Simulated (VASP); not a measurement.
Wanted: the native input for a VASP 6.6.1 run.

```
Task                   : single point
Functional             : PBE
Potentials or basis    : VASP PAW PBE potentials, release 64 (Hf_pv, Si)
Cutoff                 : 520 eV
k mesh                 : 6 × 6 × 4
Occupations            : gaussian, width 0.1 eV
Spin                   : no spin polarisation
Dipole correction      : no
Further INCAR settings : ALGO = Normal; EDIFF = 1e-06; NBANDS = 24
```

The structure of Hf2Si3 lies in POSCAR:

```
Hf2Si3
1.0
    3.7322885000      0.0000000000      0.0000000000
   -1.8661442500      3.2322566600      0.0000000000
    0.0000000000      0.0000000000      7.0529271800
Hf Si
2 3
Direct
    0.0000000000      0.0000000000      0.7176424000
    0.0000000000      0.0000000000      0.2823576000
    0.3333333300      0.6666666700      0.0000000000
    0.6666666700      0.3333333300      0.0000000000
    0.0000000000      0.0000000000      0.0000000000
```

The cell was built from a structure type or drawn by symmetry, and may not be a known phase.

These files were run (other wordings do the same):

INCAR

```
SYSTEM = Hf2Si3
PREC = Accurate
ENCUT = 520
EDIFF = 1E-6
ISMEAR = 0
SIGMA = 0.1
LREAL = .FALSE.
LASPH = .TRUE.
NELM = 100
ALGO = Normal
ISIF = 2
LWAVE = .FALSE.
LCHARG = .TRUE.
GGA = PE
LELF = .TRUE.
LVHAR = .TRUE.
NBANDS = 24
```

KPOINTS

```
regular mesh
0
G
  6 6 4
  0 0 0
```

Potentials or basis: VASP PAW PBE potentials, release 64 (Hf_pv, Si).

The run is started by

```console
$ cat potpaw_PBE.64/Hf_pv/POTCAR potpaw_PBE.64/Si/POTCAR > POTCAR
$ mpirun -np 1 vasp_std > vasp.out
```

Results of the run:

```
Pressure               : 56.2 GPa
Largest force          : 12.427 eV/Å
Band gap on the k mesh : zero (bands 16 and 17 overlap by 1.56 eV)
```

Caveat: the cell stands under pressure; spin-orbit coupling is left out, which moves the levels of the heavy elements; forces of over 1 eV/Å act on the atoms, so gaps and moduli don't describe the material at rest.

Run time: 38 s on 1 thread of Intel(R) Xeon(R) 6975P-C (Granite Rapids), with other jobs on the host, peak memory 0.2 GiB.
